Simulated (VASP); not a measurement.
**ZrC: single point with PBE**

Crystal: ZrC.

```
Zr C
1.0
     0.00000    2.15340    2.79943
     2.15340    0.00000    2.79943
     2.15340    2.15340    0.00000
Zr C
1 1
Direct
  0.50000 0.50000 0.50000
  0.00000 0.00000 0.00000
```

This cell differs from its parent crystal: ratio of the length along z to the lengths across it x 1.3, volume and fractional coordinates fixed.

```yaml
Program: VASP 6.6.1
Task: single point
Functional: PBE
Potentials_or_basis: VASP PAW PBE potentials, release 64 (Zr_sv, C)
Cutoff: 520 eV
k_mesh: 20 × 20 × 20
Occupations: gaussian, width 0.15 eV
Spin: no spin polarisation
```

The pressure is 29.2 GPa and the band gap on the k mesh is zero (band 8 reaches 10.82 eV, above the bottom of band 9 at 9.21 eV).

Stress tensor (GPa, compression positive):
```
 57.36   0.00   0.00
  0.00  57.36   0.00
  0.00   0.00 -27.22
```

Levels at points of the mesh, in eV from the Fermi level:
```tsv
k point	band 4	band 5	band 6	band 7	band 8	band 9	band 10	band 11	band 12	band 13
(0.00, 0.00, 0.00)	-25.68	-11.56	-0.61	-0.36	0.00	1.18	1.18	2.15	2.15	4.10
(0.50, 0.00, 0.00)	-25.57	-7.97	-5.52	-3.85	-3.38	4.28	4.93	5.59	6.11	7.01
(0.50, 0.50, 0.00)	-25.78	-10.70	-3.56	-1.79	0.79	0.79	4.60	5.19	5.19	6.45
(0.50, 0.00, 0.50)	-26.13	-10.68	-1.78	-1.02	-0.74	0.26	3.44	3.50	7.24	10.04
```

Wall time 85 s on 1 thread of Intel(R) Xeon(R) 6975P-C (Granite Rapids), on a shared host, peak memory 0.36 GiB.
